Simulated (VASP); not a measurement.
# Ge (Fd-3m) in VASP: further runs

Ge is run at these levels: r2SCAN; tasks: single point.

Everything below comes from runs of VASP 6.6.1. Logs are shortened: lines on timing, memory, paths and dates and some standing lists are left out, and cuts for length are marked.

### Step 1. The cell of the first run

It takes space group Fd-3m (No. 227, cubic). Conventional cell: a = 5.375 Å, b = 5.375 Å, c = 5.375 Å, α = 90.00°, β = 90.00°, γ = 90.00°. Ge (site symmetry -43m) has 4 Ge at 2.33 Å within 3.1 Å.

### Step 2. Single point, r2SCAN (strain -0.050 along x and y, -0.050 along z)

POSCAR reads:

```
Ge
1.0
    0.0000000000      2.6873315000      2.6873315000
    2.6873315000      0.0000000000      2.6873315000
    2.6873315000      2.6873315000      0.0000000000
Ge
2
Direct
    0.5000000000      0.5000000000      0.5000000000
    0.7500000000      0.7500000000      0.7500000000
```

INCAR.step1 reads:

```
PREC = Accurate ; ENCUT = 520
ISMEAR = 0 ; SIGMA = 0.05
LREAL = F ; LASPH = T
NELM = 100 ; NBANDS = 21
GGA = PE ; ALGO = Normal
EDIFF = 1E-4 ; LWAVE = T
LCHARG = F
```

INCAR.step2 reads:

```
PREC = Accurate ; ENCUT = 520
EDIFF = 1E-6 ; ISMEAR = 0
SIGMA = 0.05 ; LREAL = F
LASPH = T ; NELM = 100
ALGO = Normal ; ISIF = 2
LWAVE = F ; LCHARG = F
METAGGA = R2SCAN ; LMIXTAU = T
NBANDS = 21 ; ISTART = 1
```

KPOINTS reads:

```
Automatic mesh
0
Gamma
  10 10 10
```

Potentials or basis: VASP PAW PBE potentials, release 64 (Ge_d).

Launch:

```bash
$ cat potpaw_PBE.64/Ge_d/POTCAR > POTCAR
$ cp INCAR.step1 INCAR
$ mpirun -np 1 vasp_std > vasp.out
$ cp INCAR.step2 INCAR
$ mpirun -np 1 vasp_std > vasp.out
```

OUTCAR:

```text
PREC = Accurate
   ENCUT = 520
   EDIFF = 1E-6
   ISMEAR = 0
   LREAL = F
   LASPH = T
   NELM = 100
   ISIF = 2
   METAGGA = R2SCAN
   ISTART = 1

 ion  position               nearest neighbor table
   1  0.500  0.500  0.500-   2 2.33   2 2.33   2 2.33   2 2.33
   2  0.750  0.750  0.750-   1 2.33   1 2.33   1 2.33   1 2.33

  LATTYP: Found a face centered cubic cell.
 ALAT       =     5.3746630000

  Lattice vectors:

 A1 = (   0.0000000000,   2.6873315000,   2.6873315000)
 A2 = (   2.6873315000,   0.0000000000,   2.6873315000)
 A3 = (   2.6873315000,   2.6873315000,   0.0000000000)

Analysis of symmetry for initial positions (statically):
=====================================================================
 Subroutine PRICEL returns:
 Original cell was already a primitive cell.

 Routine SETGRP: Setting up the symmetry group for a
 face centered cubic supercell.

 Subroutine GETGRP returns: Found 48 space group operations
 (whereof 24 operations were pure point group operations)
 out of a pool of 48 trial point group operations.

The static configuration has the point symmetry T_d .
 The point group associated with its full space group is O_h .

Analysis of symmetry for dynamics (positions and initial velocities):
=====================================================================
 Subroutine PRICEL returns:
 Original cell was already a primitive cell.

 Routine SETGRP: Setting up the symmetry group for a
 face centered cubic supercell.

 Subroutine GETGRP returns: Found 48 space group operations
 (whereof 24 operations were pure point group operations)
 out of a pool of 48 trial point group operations.

The dynamic configuration has the point symmetry T_d .
 The point group associated with its full space group is O_h .

 Subroutine INISYM returns: Found 48 space group operations
 (whereof 24 operations are pure point group operations),
 and found     1 'primitive' translations

----------------------------------------------------------------------------------------

                                     Primitive cell

  volume of cell :      38.8145

  direct lattice vectors                    reciprocal lattice vectors
     0.000000000  2.687331500  2.687331500    -0.186058177  0.186058177  0.186058177
     2.687331500  0.000000000  2.687331500     0.186058177 -0.186058177  0.186058177
     2.687331500  2.687331500  0.000000000     0.186058177  0.186058177 -0.186058177

  length of vectors
     3.800460654  3.800460654  3.800460654     0.322262216  0.322262216  0.322262216

  position of ions in fractional coordinates (direct lattice)
     0.500000000  0.500000000  0.500000000
     0.750000000  0.750000000  0.750000000

  ion indices of the primitive-cell ions
   primitive index   ion index
                 1           1
                 2           2

----------------------------------------------------------------------------------------

 KPOINTS: Automatic mesh

Automatic generation of k-mesh.
 Grid dimensions read from file:
 generate k-points for:   10   10   10

 Generating k-lattice:

  Cartesian coordinates                     Fractional coordinates (reciprocal lattice)
    -0.018605818  0.018605818  0.018605818     0.100000000  0.000000000  0.000000000
     0.018605818 -0.018605818  0.018605818     0.000000000  0.100000000  0.000000000
     0.018605818  0.018605818 -0.018605818     0.000000000  0.000000000  0.100000000

  Length of vectors
     0.032226222  0.032226222  0.032226222

  Shift w.r.t. Gamma in fractional coordinates (k-lattice)
     0.000000000  0.000000000  0.000000000

 Subroutine IBZKPT returns following result:
 ===========================================

 Found     47 irreducible k-points:

 Following reciprocal coordinates:
            Coordinates               Weight
  0.000000  0.000000  0.000000      1.000000
  0.100000  0.000000  0.000000      8.000000
  0.200000  0.000000  0.000000      8.000000
  0.300000  0.000000  0.000000      8.000000
  0.400000  0.000000  0.000000      8.000000
  0.500000  0.000000  0.000000      4.000000
[... 16 lines left out ...]
  0.300000  0.300000  0.000000      6.000000
  0.400000  0.300000  0.000000     24.000000
 [... further k-points ...]
   k-points           NKPTS =     47   k-points in BZ     NKDIM =     47   number of bands    NBANDS=     21
   number of dos      NEDOS =    301   number of ions     NIONS =      2
   total plane-waves  NPLWV =  21952
   dimension x,y,z NGX =    28 NGY =   28 NGZ =   28
   dimension x,y,z NGXF=    56 NGYF=   56 NGZF=   56
   ions per type =               2
   NGX,Y,Z   is equivalent  to a cutoff of  12.25, 12.25, 12.25 a.u.
   NGXF,Y,Z  is equivalent  to a cutoff of  24.50, 24.50, 24.50 a.u.
 SYSTEM =  unknown system
   PREC   = accura    normal or accurate (medium, high low for compatibility)
   ISTART =      1    job   : 0-new  1-cont  2-samecut
   ICHARG =      0    charge: 1-file 2-atom 10-const
   ISPIN  =      1    spin polarized calculation?
   LNONCOLLINEAR =      F non collinear calculations
   LSORBIT =      F    spin-orbit coupling
   LASPH  =      T    aspherical Exc in radial PAW
   ENCUT  =  520.0 eV  38.22 Ry    6.18 a.u.   7.07  7.07  7.07*2*pi/ulx,y,z
   NELM   =    100;   NELMIN=  2; NELMDL=  0     # of ELM steps
   EDIFF  = 0.1E-05   stopping-criterion for ELM
   LREAL  =      F    real-space projection
   EDIFFG = 0.1E-04   stopping-criterion for IOM
   NSW    =      0    number of steps for IOM
   IBRION =     -1    ionic relax: 0-MD 1-quasi-New 2-CG
   NFREE  =      0    steps in history (QN), initial steepest desc. (CG)
   ISIF   =      2    stress and relaxation
   ISYM   =      2    0-nonsym 1-usesym 2-fastsym
   POTIM  = 0.5000    time-step for ionic-motion
   TEBEG  =    0.0;   TEEND  =   0.0 temperature during run
   PSTRESS=    0.0 pullay stress
   NELECT =      28.0000    total number of electrons
   NUPDOWN=      -1.0000    fix difference up-down
   EMIN   =  10.00;   EMAX   =-10.00  energy-range for DOS
   EFERMI =   0.00;   METHOD = LEGACY
   ISMEAR =     0;   SIGMA  =   0.05  broadening in eV -4-tet -1-fermi 0-gaus
   EFERMI_NEDOS =   21; number of points for ismear=-14 and -15
   IALGO  =     38    algorithm
   IMIX   =      4    mixing-type and parameters
     AMIX     =   0.40;   BMIX     =  1.00
     AMIX_MAG =   1.60;   BMIX_MAG =  1.00
  volume/ion in A,a.u.               =      19.41       130.97
  Fermi-wavevector in a.u.,A,eV,Ry     =   1.468237  2.774566 29.330364  2.155721
  Thomas-Fermi vector in A             =   2.583759
   LORBIT       =      0    0 simple, 1 ext, 2 COOP (PROOUT), +10 PAW based schemes
   METAGGA = R2SCAN    functional components
   LHFCALC =     F    Hartree Fock is set to
   AEXX    =    0.0000 exact exchange contribution
   IVDW    =     0    specifies the selected vdW correction
   LEPSILON=     F    determine dielectric tensor
   LRPA    =     F    only Hartree local field effects (RPA)
 non-spin polarized calculation
 Gauss-broadening in eV      SIGMA  =   0.05
  energy-cutoff  :      520.00
  volume of cell :       38.81
 maximum number of plane-waves:      1056
   NGX = 15   NGY = 15   NGZ = 15

 number of electron      27.9999980 magnetization

 Free energy of the ion-electron system (eV)
  ---------------------------------------------------
  ext. energy  EPLUGINS =         0.00000000
  ---------------------------------------------------
  free energy    TOTEN  =       -27.42229016 eV

  energy without entropy =      -27.42229016  energy(sigma->0) =      -27.42229016

 E-fermi :   6.6638     XC(G=0): -11.6495

 val. band max:        6.4543641086   @ k =   0.0000   0.0000   0.0000
 cond. band min:       6.9828362417   @ k =   0.4000   0.4000   0.0000
 fundamental gap:      0.5284721330
 Fermi energy:         6.6638333038

 k-point     1 :       0.0000    0.0000    0.0000
  band No.  band energies     occupation
      1     -19.3428      2.00000
      2     -19.3428      2.00000
      3     -19.3427      2.00000
      4     -19.2898      2.00000
      5     -19.2898      2.00000
      6     -18.9701      2.00000
[... 13 lines left out ...]
     20      16.7901      0.00000
     21      16.7901      0.00000

 k-point     2 :       0.1000    0.0000    0.0000
  band No.  band energies     occupation
      1     -19.3521      2.00000
      2     -19.3521      2.00000
      3     -19.3404      2.00000
      4     -19.2767      2.00000
      5     -19.2767      2.00000
      6     -18.9785      2.00000
[... 13 lines left out ...]
     20      15.9520      0.00000
     21      15.9520      0.00000

 k-point     3 :       0.2000    0.0000    0.0000
  band No.  band energies     occupation
      1     -19.3657      2.00000
      2     -19.3657      2.00000
      3     -19.3342      2.00000
      4     -19.2540      2.00000
      5     -19.2540      2.00000
      6     -18.9929      2.00000
[... 13 lines left out ...]
     20      15.3800      0.00000
     21      15.5466      0.00000

 k-point     4 :       0.3000    0.0000    0.0000
  band No.  band energies     occupation
      1     -19.3743      2.00000
      2     -19.3743      2.00000
      3     -19.3266      2.00000
      4     -19.2363      2.00000
      5     -19.2363      2.00000
      6     -19.0028      2.00000
[... 13 lines left out ...]
     20      15.9055      0.00000
     21      15.9055      0.00000

 k-point     5 :       0.4000    0.0000    0.0000
  band No.  band energies     occupation
      1     -19.3778      2.00000
      2     -19.3778      2.00000
      3     -19.3203      2.00000
      4     -19.2275      2.00000
      5     -19.2275      2.00000
      6     -19.0060      2.00000
[... 13 lines left out ...]
     20      17.4554      0.00000
     21      17.4554      0.00000
[... 382 lines left out ...]
     20      17.1797      0.00000
     21      19.3650      0.00000

 k-point    22 :      -0.2000    0.2000    0.0000
  band No.  band energies     occupation
      1     -19.3890      2.00000
      2     -19.3861      2.00000
      3     -19.3028      2.00000
      4     -19.2391      2.00000
      5     -19.1998      2.00000
      6     -19.0447      2.00000
[... 13 lines left out ...]
     20      17.8017      0.00000
     21      18.6747      0.00000

 k-point    23 :       0.3000    0.3000    0.0000
  band No.  band energies     occupation
      1     -19.3760      2.00000
      2     -19.3760      2.00000
      3     -19.3507      2.00000
      4     -19.2118      2.00000
      5     -19.1472      2.00000
      6     -19.1389      2.00000
[... 13 lines left out ...]
     20      18.5365      0.00000
     21      19.4593      0.00000

 k-point    24 :       0.4000    0.3000    0.0000
  band No.  band energies     occupation
      1     -19.3929      2.00000
      2     -19.3827      2.00000
      3     -19.3245      2.00000
      4     -19.1876      2.00000
      5     -19.1662      2.00000
      6     -19.1204      2.00000
[... 13 lines left out ...]
     20      19.5245      0.00000
     21      19.9666      0.00000

 [... further k-points ...]

------------------------ aborting loop because EDIFF is reached ----------------------------------------

  FORCE on cell =-STRESS in cart. coord.  units (eV):
  Direction    XX          YY          ZZ          XY          YZ          ZX
  --------------------------------------------------------------------------------------
  -------------------------------------------------------------------------------------
  Total        4.1703378      4.1703378      4.1703378      0.0000000      0.0000000     -0.0000000
  in kB      172.1424937    172.1424937    172.1424937      0.0000000      0.0000000     -0.0000000
  external PRESSURE =     172.1424937 kB  Pullay stress =       0.0000000 kB

 VOLUME and BASIS-vectors are now :
 -----------------------------------------------------------------------------
  energy-cutoff  :      520.00
  volume of cell :       38.81
      direct lattice vectors                 reciprocal lattice vectors
     0.000000000  2.687331500  2.687331500    -0.186058177  0.186058177  0.186058177
     2.687331500  0.000000000  2.687331500     0.186058177 -0.186058177  0.186058177
     2.687331500  2.687331500  0.000000000     0.186058177  0.186058177 -0.186058177

 POSITION                                       TOTAL-FORCE (eV/Angst)
 -----------------------------------------------------------------------------------
      2.68733      2.68733      2.68733        -0.000000     -0.000000     -0.000000
      4.03100      4.03100      4.03100         0.000000      0.000000      0.000000
 -----------------------------------------------------------------------------------
    total drift:                                0.000000      0.000000      0.000000

  FREE ENERGIE OF THE ION-ELECTRON SYSTEM (eV)
  ---------------------------------------------------
  free  energy   TOTEN  =       -27.4222901583 eV

  energy  without entropy=      -27.4222901583  energy(sigma->0) =      -27.42229016
```

It took 56 s on 1 thread of AMD EPYC 9R45 (Zen 5), shared host; peak memory 0.15 GiB.

Results:

- Free energy: -27.4223 eV
- Pressure: 17.2 GPa
- Band gap on the k mesh: 0.53 eV (least direct gap 1.96 eV)

Levels at points of the mesh, in eV from the valence-band top:
```
           k point  band 11  band 12  band 13  band 14  band 15  band 16  band 17  band 18
(0.00, 0.00, 0.00)   -14.64     0.00     0.00     0.00     1.96     2.74     2.74     2.74
(0.50, 0.00, 0.00)   -12.02    -8.74    -1.76    -1.76     1.00     4.03     4.03     7.72
(0.50, 0.50, 0.00)    -9.91    -9.91    -3.84    -3.84     0.74     0.74    11.49    11.49
```

Caveat: the cell differs from its parent crystal (strain -0.050 along x and y, -0.050 along z); the cell stands under pressure; the PAW data sets were made with another functional, which shifts forces and pressure a little. A k mesh can miss the band edges.

### Step 3. Single point, r2SCAN (strain -0.025 along x and y, -0.025 along z)

POSCAR reads:

```
Ge
1.0
    0.0000000000      2.7580507500      2.7580507500
    2.7580507500      0.0000000000      2.7580507500
    2.7580507500      2.7580507500      0.0000000000
Ge
2
Direct
    0.5000000000      0.5000000000      0.5000000000
    0.7500000000      0.7500000000      0.7500000000
```

INCAR.step1 reads:

```
SYSTEM = Ge
  PREC = Accurate
  ENCUT = 520
  ISMEAR = 0
  SIGMA = 0.05
  LREAL = .FALSE.
  LASPH = .TRUE.
  NELM = 60
  NBANDS = 21
  GGA = PE
  ALGO = Normal
  EDIFF = 1E-4
  LWAVE = .TRUE.
  LCHARG = .FALSE.
```

INCAR.step2 reads:

```
SYSTEM = Ge
  PREC = Accurate
  ENCUT = 520
  EDIFF = 1E-6
  ISMEAR = 0
  SIGMA = 0.05
  LREAL = .FALSE.
  LASPH = .TRUE.
  NELM = 60
  ALGO = Normal
  ISIF = 2
  LWAVE = .FALSE.
  LCHARG = .FALSE.
  METAGGA = R2SCAN
  LMIXTAU = .TRUE.
  NBANDS = 21
  ISTART = 1
```

KPOINTS reads:

```
regular mesh
0
G
  10 10 10
  0 0 0
```

Potentials or basis: VASP PAW PBE potentials, release 64 (Ge_d).

Launch:

```bash
$ cat potpaw_PBE.64/Ge_d/POTCAR > POTCAR
$ cp INCAR.step1 INCAR
$ mpirun -np 1 vasp_std > vasp.out
$ cp INCAR.step2 INCAR
$ mpirun -np 1 vasp_std > vasp.out
```

Wall time 65 s (1 thread of AMD EPYC 9R45 (Zen 5), shared host); peak memory 0.15 GiB.

It converged, with:

```
Free energy            : -27.6600 eV
Pressure               : 7.5 GPa
Band gap on the k mesh : 0.66 eV (least direct gap 1.16 eV)
```

Levels at points of the mesh, in eV from the valence-band top:
```tsv
k point	band 12	band 13	band 14	band 15	band 16	band 17
(0.00, 0.00, 0.00)	0.00	0.00	0.00	1.16	2.74	2.74
(0.50, 0.00, 0.00)	-8.27	-1.61	-1.61	0.71	4.03	4.03
(0.50, 0.50, 0.00)	-9.54	-3.52	-3.52	0.87	0.87	10.78
```

Caveat: the cell differs from its parent crystal (strain -0.025 along x and y, -0.025 along z); the cell stands under pressure; the PAW data sets were made with another functional, which shifts forces and pressure a little. A k mesh can miss the band edges.

[end of part 1 of 2]
